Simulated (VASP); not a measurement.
BiSbS4:

```
Sb Bi S
1.0
     5.80386    0.00000    0.00000
    -2.90193    5.02629    0.00000
     0.00000    0.00000    5.64885
Sb Bi S
1 1 4
Cartesian
  0.0000 0.0000 2.8244
  0.0000 0.0000 0.0000
  0.0000 3.3509 1.8434
  2.9019 1.6754 1.8434
  2.9019 1.6754 3.8054
  0.0000 3.3509 3.8054
```

The cell was built from a structure type or drawn by symmetry, and may not be a known phase.

| Item | Value |
| --- | --- |
| Program | VASP 6.6.1 |
| Task | relaxation of cell and atoms |
| Functional | PBE |
| Potentials or basis | VASP PAW PBE potentials, release 64 (Sb, Bi_d, S) |
| Cutoff | 600 eV |
| k mesh | 6 × 6 × 8 |
| Occupations | gaussian, width 0.1 eV |
| Spin | no spin polarisation |

At the start: pressure -0.0 GPa; volume 27.46 Å³/atom.

Task: How do energy, volume and symmetry change on relaxing?

Result: Over 9 steps the energy falls by 3.2 meV/atom and the volume is 27.11 Å³/atom (-1.3 %); space group P6/mmm (No. 191, to 0.1 Å) before and after.

Step by step:
| step | energy change (eV) | largest force (eV/Å) | pressure (GPa) | volume (Å³) |
| --- | --- | --- | --- | --- |
| 1 | 0.0000 | 0.2047 | -0.03 | 164.79 |
| 2 | -0.0109 | 0.0030 | 0.12 | 164.65 |
| 3 | -0.0139 | 0.1938 | 0.27 | 164.51 |
| 4 | -0.0175 | 0.0088 | -0.22 | 164.92 |
| 5 | -0.0175 | 0.0213 | -0.19 | 164.89 |
| 6 | -0.0179 | 0.0184 | -0.16 | 164.57 |
| 7 | -0.0188 | 0.0096 | -0.08 | 163.62 |
| 8 | -0.0188 | 0.0044 | 0.10 | 161.72 |
| 9 | -0.0191 | 0.0022 | 0.01 | 162.69 |

Final structure:
```xyz
6
Lattice="5.7190 0.0000 0.0000 -2.8595 4.9528 0.0000 0.0000 0.0000 5.7435" Properties=species:S:1:pos:R:3 pbc="T T T"
Sb    0.0000    0.0000    2.8717
Bi    0.0000    0.0000    0.0000
S     0.0000    3.3019    1.8916
S     2.8595    1.6509    1.8916
S     2.8595    1.6509    3.8519
S     0.0000    3.3019    3.8519
```
